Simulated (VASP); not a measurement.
# HgTe (I-4m2) in VASP: single point with r2SCAN

Aim: the single point of HgTe with r2SCAN.

Everything below comes from runs of VASP 6.6.1. Logs are shortened: lines on timing, memory, paths and dates and some standing lists are left out, and cuts for length are marked.

## Step 1: The cell of the first run

The structure is tetragonal, space group I-4m2 (No. 119). The conventional cell has a = 4.559 Å, b = 4.559 Å, c = 6.640 Å, α = 90.00°, β = 90.00°, γ = 90.00°. Hg (site symmetry -4m2) has 4 Te at 2.82 Å within 3.7 Å. Within 3.7 Å of Te (site symmetry -4m2) lie 4 Hg at 2.82 Å.

## Step 2: Single point, r2SCAN (strain +0.000 along x and y, +0.030 along z)

POSCAR reads:

```
HgTe
1.0
    0.0000000000      3.2235000000      3.3202050000
    3.2235000000      0.0000000000      3.3202050000
    3.2235000000      3.2235000000      0.0000000000
Hg Te
1 1
Direct
    0.0000000000      0.0000000000      0.0000000000
    0.7500000000      0.7500000000      0.7500000000
```

INCAR.step1 reads:

```
ALGO = Normal
EDIFF = 1E-4
ENCUT = 520
GGA = PE
ISMEAR = 0
LASPH = True
LCHARG = False
LREAL = False
LWAVE = True
NBANDS = 16
NELM = 100
PREC = Accurate
SIGMA = 0.15
```

INCAR.step2 reads:

```
ALGO = Normal
EDIFF = 1E-7
ENCUT = 520
ISIF = 2
ISMEAR = 0
ISTART = 1
LASPH = True
LCHARG = False
LMIXTAU = True
LREAL = False
LWAVE = False
METAGGA = R2SCAN
NBANDS = 16
NELM = 100
PREC = Accurate
SIGMA = 0.15
```

KPOINTS reads:

```
k-points
0
Gamma
  14 14 14
```

Potentials or basis: VASP PAW PBE potentials, release 64 (Hg, Te).

Command:

```console
$ cat potpaw_PBE.64/Hg/POTCAR potpaw_PBE.64/Te/POTCAR > POTCAR
$ cp INCAR.step1 INCAR
$ mpirun -np 1 vasp_std > vasp.out
$ cp INCAR.step2 INCAR
$ mpirun -np 1 vasp_std > vasp.out
```

OUTCAR:

```text
EDIFF = 1E-7
   ENCUT = 520
   ISIF = 2
   ISMEAR = 0
   ISTART = 1
   LASPH = True
   LREAL = False
   METAGGA = R2SCAN
   NELM = 100
   PREC = Accurate

 ion  position               nearest neighbor table
   1  0.000  0.000  0.000-   2 2.82   2 2.82   2 2.82   2 2.82
   2  0.750  0.750  0.750-   1 2.82   1 2.82   1 2.82   1 2.82

  LATTYP: Found a body centered tetragonal cell.
 ALAT       =     4.5587174183
 C/A-ratio  =     1.4566399692

  Lattice vectors:

 A1 = (  -3.2235000000,   0.0000000000,   3.3202050000)
 A2 = (   3.2235000000,   0.0000000000,   3.3202050000)
 A3 = (   0.0000000000,   3.2235000000,  -3.3202050000)

Analysis of symmetry for initial positions (statically):
=====================================================================
 Subroutine PRICEL returns:
 Original cell was already a primitive cell.

 Routine SETGRP: Setting up the symmetry group for a
 body centered tetragonal supercell.

 Subroutine GETGRP returns: Found  8 space group operations
 (whereof  8 operations were pure point group operations)
 out of a pool of 16 trial point group operations.

The static configuration has the point symmetry D_2d.

Analysis of symmetry for dynamics (positions and initial velocities):
=====================================================================
 Subroutine PRICEL returns:
 Original cell was already a primitive cell.

 Routine SETGRP: Setting up the symmetry group for a
 body centered tetragonal supercell.

 Subroutine GETGRP returns: Found  8 space group operations
 (whereof  8 operations were pure point group operations)
 out of a pool of 16 trial point group operations.

The dynamic configuration has the point symmetry D_2d.

 Subroutine INISYM returns: Found  8 space group operations
 (whereof  8 operations are pure point group operations),
 and found     1 'primitive' translations

----------------------------------------------------------------------------------------

                                     Primitive cell

  volume of cell :      69.0002

  direct lattice vectors                    reciprocal lattice vectors
     0.000000000  3.223500000  3.320205000    -0.155110904  0.155110904  0.150593111
     3.223500000  0.000000000  3.320205000     0.155110904 -0.155110904  0.150593111
     3.223500000  3.223500000  0.000000000     0.155110904  0.155110904 -0.150593111

  length of vectors
     4.627603429  4.627603429  4.558717418     0.266077189  0.266077189  0.266077189

  position of ions in fractional coordinates (direct lattice)
     0.000000000  0.000000000  0.000000000
     0.750000000  0.750000000  0.750000000

  ion indices of the primitive-cell ions
   primitive index   ion index
                 1           1
                 2           2

----------------------------------------------------------------------------------------

 KPOINTS: k-points

Automatic generation of k-mesh.
 Grid dimensions read from file:
 generate k-points for:   14   14   14

 Generating k-lattice:

  Cartesian coordinates                     Fractional coordinates (reciprocal lattice)
    -0.011079350  0.011079350  0.010756651     0.071428571  0.000000000  0.000000000
     0.011079350 -0.011079350  0.010756651     0.000000000  0.071428571  0.000000000
     0.011079350  0.011079350 -0.010756651     0.000000000  0.000000000  0.071428571

  Length of vectors
     0.019005513  0.019005513  0.019005513

  Shift w.r.t. Gamma in fractional coordinates (k-lattice)
     0.000000000  0.000000000  0.000000000

 Subroutine IBZKPT returns following result:
 ===========================================

 Found    244 irreducible k-points:

 Following reciprocal coordinates:
            Coordinates               Weight
  0.000000  0.000000  0.000000      1.000000
  0.071429  0.000000  0.000000      8.000000
  0.142857 -0.000000  0.000000      8.000000
  0.214286  0.000000  0.000000      8.000000
  0.285714  0.000000  0.000000      8.000000
  0.357143  0.000000  0.000000      8.000000
[... 16 lines left out ...]
  0.214286  0.142857  0.000000      8.000000
  0.285714  0.142857  0.000000      8.000000
 [... further k-points ...]
   k-points           NKPTS =    244   k-points in BZ     NKDIM =    244   number of bands    NBANDS=     16
   number of dos      NEDOS =    301   number of ions     NIONS =      2
   total plane-waves  NPLWV =  46656
   dimension x,y,z NGX =    36 NGY =   36 NGZ =   36
   dimension x,y,z NGXF=    72 NGYF=   72 NGZF=   72
   ions per type =               1   1
   NGX,Y,Z   is equivalent  to a cutoff of  12.93, 12.93, 13.13 a.u.
   NGXF,Y,Z  is equivalent  to a cutoff of  25.87, 25.87, 26.26 a.u.
 SYSTEM =  unknown system
   PREC   = accura    normal or accurate (medium, high low for compatibility)
   ISTART =      1    job   : 0-new  1-cont  2-samecut
   ICHARG =      0    charge: 1-file 2-atom 10-const
   ISPIN  =      1    spin polarized calculation?
   LNONCOLLINEAR =      F non collinear calculations
   LSORBIT =      F    spin-orbit coupling
   LASPH  =      T    aspherical Exc in radial PAW
   ENCUT  =  520.0 eV  38.22 Ry    6.18 a.u.   8.60  8.60  8.48*2*pi/ulx,y,z
   NELM   =    100;   NELMIN=  2; NELMDL=  0     # of ELM steps
   EDIFF  = 0.1E-06   stopping-criterion for ELM
   LREAL  =      F    real-space projection
   EDIFFG = 0.1E-05   stopping-criterion for IOM
   NSW    =      0    number of steps for IOM
   IBRION =     -1    ionic relax: 0-MD 1-quasi-New 2-CG
   NFREE  =      0    steps in history (QN), initial steepest desc. (CG)
   ISIF   =      2    stress and relaxation
   ISYM   =      2    0-nonsym 1-usesym 2-fastsym
   POTIM  = 0.5000    time-step for ionic-motion
   TEBEG  =    0.0;   TEEND  =   0.0 temperature during run
   PSTRESS=    0.0 pullay stress
   NELECT =      18.0000    total number of electrons
   NUPDOWN=      -1.0000    fix difference up-down
   EMIN   =  10.00;   EMAX   =-10.00  energy-range for DOS
   EFERMI =   0.00;   METHOD = LEGACY
   ISMEAR =     0;   SIGMA  =   0.15  broadening in eV -4-tet -1-fermi 0-gaus
   EFERMI_NEDOS =   21; number of points for ismear=-14 and -15
   IALGO  =     38    algorithm
   IMIX   =      4    mixing-type and parameters
     AMIX     =   0.40;   BMIX     =  1.00
     AMIX_MAG =   1.60;   BMIX_MAG =  1.00
  volume/ion in A,a.u.               =      34.50       232.82
  Fermi-wavevector in a.u.,A,eV,Ry     =   1.046042  1.976732 14.887533  1.094203
  Thomas-Fermi vector in A             =   2.180863
   LORBIT       =      0    0 simple, 1 ext, 2 COOP (PROOUT), +10 PAW based schemes
   METAGGA = R2SCAN    functional components
   LHFCALC =     F    Hartree Fock is set to
   AEXX    =    0.0000 exact exchange contribution
   IVDW    =     0    specifies the selected vdW correction
   LEPSILON=     F    determine dielectric tensor
   LRPA    =     F    only Hartree local field effects (RPA)
 non-spin polarized calculation
 Gauss-broadening in eV      SIGMA  =   0.15
  energy-cutoff  :      520.00
  volume of cell :       69.00
 maximum number of plane-waves:      1883
   NGX = 17   NGY = 17   NGZ = 17

 number of electron      18.0000003 magnetization

 Free energy of the ion-electron system (eV)
  ---------------------------------------------------
  ext. energy  EPLUGINS =         0.00000000
  ---------------------------------------------------
  free energy    TOTEN  =       -75.15430142 eV

  energy without entropy =      -75.15413414  energy(sigma->0) =      -75.15421778

 E-fermi :   2.7903     XC(G=0):  -9.2138

 val. band max:        2.6718909859   @ k =   0.0000   0.0000   0.0000
 cond. band min:       3.1236458762   @ k =   0.0714   0.0000   0.0000
 fundamental gap:      0.4517548903
 Fermi energy:         2.7903266116

 k-point     1 :       0.0000    0.0000    0.0000
  band No.  band energies     occupation
      1      -9.6085      2.00000
      2      -4.8795      2.00000
      3      -4.8719      2.00000
      4      -4.8719      2.00000
      5      -4.3384      2.00000
      6      -4.3205      2.00000
[... 8 lines left out ...]
     15      12.4245      0.00000
     16      12.7822      0.00000

 k-point     2 :       0.0714    0.0000    0.0000
  band No.  band energies     occupation
      1      -9.5825      2.00000
      2      -4.8722      2.00000
      3      -4.8644      2.00000
      4      -4.8620      2.00000
      5      -4.3388      2.00000
      6      -4.3217      2.00000
[... 8 lines left out ...]
     15      11.9853      0.00000
     16      12.3365      0.00000

 k-point     3 :       0.1429   -0.0000    0.0000
  band No.  band energies     occupation
      1      -9.5083      2.00000
      2      -4.8517      2.00000
      3      -4.8437      2.00000
      4      -4.8282      2.00000
      5      -4.3390      2.00000
      6      -4.3241      2.00000
[... 8 lines left out ...]
     15      11.6151      0.00000
     16      11.8631      0.00000

 k-point     4 :       0.2143    0.0000    0.0000
  band No.  band energies     occupation
      1      -9.3977      2.00000
      2      -4.8238      2.00000
      3      -4.8150      2.00000
      4      -4.7569      2.00000
      5      -4.3369      2.00000
      6      -4.3257      2.00000
[... 8 lines left out ...]
     15      11.5247      0.00000
     16      11.6391      0.00000
[... 324 lines left out ...]
 k-point    22 :       0.1429    0.1429    0.0000
  band No.  band energies     occupation
      1      -9.4777      2.00000
      2      -4.8560      2.00000
      3      -4.8166      2.00000
      4      -4.8166      2.00000
      5      -4.3570      2.00000
      6      -4.3103      2.00000
[... 8 lines left out ...]
     15      11.0003      0.00000
     16      12.9408      0.00000

 k-point    23 :       0.2143    0.1429    0.0000
  band No.  band energies     occupation
      1      -9.3960      2.00000
      2      -4.8330      2.00000
      3      -4.7862      2.00000
      4      -4.7775      2.00000
      5      -4.3621      2.00000
      6      -4.3062      2.00000
[... 8 lines left out ...]
     15      11.6836      0.00000
     16      12.7440      0.00000

 k-point    24 :       0.2857    0.1429    0.0000
  band No.  band energies     occupation
      1      -9.2858      2.00000
      2      -4.8009      2.00000
      3      -4.7534      2.00000
      4      -4.6988      2.00000
      5      -4.3587      2.00000
      6      -4.3032      2.00000
[... 8 lines left out ...]
     15      12.1319      0.00000
     16      12.6313      0.00000

 [... further k-points ...]

------------------------ aborting loop because EDIFF is reached ----------------------------------------

  FORCE on cell =-STRESS in cart. coord.  units (eV):
  Direction    XX          YY          ZZ          XY          YZ          ZX
  --------------------------------------------------------------------------------------
  -------------------------------------------------------------------------------------
  Total        0.6162392      0.6162392      0.4164791      0.0000000      0.0000000      0.0000000
  in kB       14.3090113     14.3090113      9.6706025      0.0000000      0.0000000      0.0000000
  external PRESSURE =      12.7628750 kB  Pullay stress =       0.0000000 kB

 VOLUME and BASIS-vectors are now :
 -----------------------------------------------------------------------------
  energy-cutoff  :      520.00
  volume of cell :       69.00
      direct lattice vectors                 reciprocal lattice vectors
     0.000000000  3.223500000  3.320205000    -0.155110904  0.155110904  0.150593111
     3.223500000  0.000000000  3.320205000     0.155110904 -0.155110904  0.150593111
     3.223500000  3.223500000  0.000000000     0.155110904  0.155110904 -0.150593111

 POSITION                                       TOTAL-FORCE (eV/Angst)
 -----------------------------------------------------------------------------------
      0.00000      0.00000      0.00000        -0.000000     -0.000000     -0.000000
      4.83525      4.83525      4.98031         0.000000      0.000000      0.000000
 -----------------------------------------------------------------------------------
    total drift:                               -0.000000     -0.000000     -0.000000

  FREE ENERGIE OF THE ION-ELECTRON SYSTEM (eV)
  ---------------------------------------------------
  free  energy   TOTEN  =       -75.1543014238 eV

  energy  without entropy=      -75.1541341355  energy(sigma->0) =      -75.15421778
```

Wall time 31 min (1 thread of Oxide Virtual Turin-like, shared host); peak memory 0.4 GiB.

Results:

```yaml
Free_energy: -75.1543 eV
Pressure: 1.3 GPa
Band_gap_on_the_k_mesh: zero (filled and empty bands touch)
```

Stress tensor (GPa, compression positive):
```
1.43 0.00 0.00
0.00 1.43 0.00
0.00 0.00 0.97
```

Levels at points of the mesh, in eV from the Fermi level:
```
           k point  band 6  band 7  band 8  band 9  band 10  band 11  band 12  band 13
(0.00, 0.00, 0.00)   -7.11   -0.63   -0.23   -0.12    -0.12     4.46     4.46     4.47
(0.50, 0.00, 0.00)   -6.81   -5.65   -1.20   -1.06     0.79     5.17     5.33     7.02
(0.50, 0.50, 0.00)   -6.70   -5.71   -2.33   -2.33     2.09     2.73     8.34     9.20
(0.50, 0.00, 0.50)   -6.64   -5.57   -2.49   -2.41     1.87     2.59     8.53     9.10
```

Caveat: the cell differs from its parent crystal (strain +0.000 along x and y, +0.030 along z); semilocal functionals underestimate gaps, and a narrow one can read as zero; the PAW data sets were made with another functional, which shifts forces and pressure a little; spin-orbit coupling is left out, which moves the levels of the heavy elements.

The gap in the log of VASP goes by the Fermi energy; the results here count the filled bands.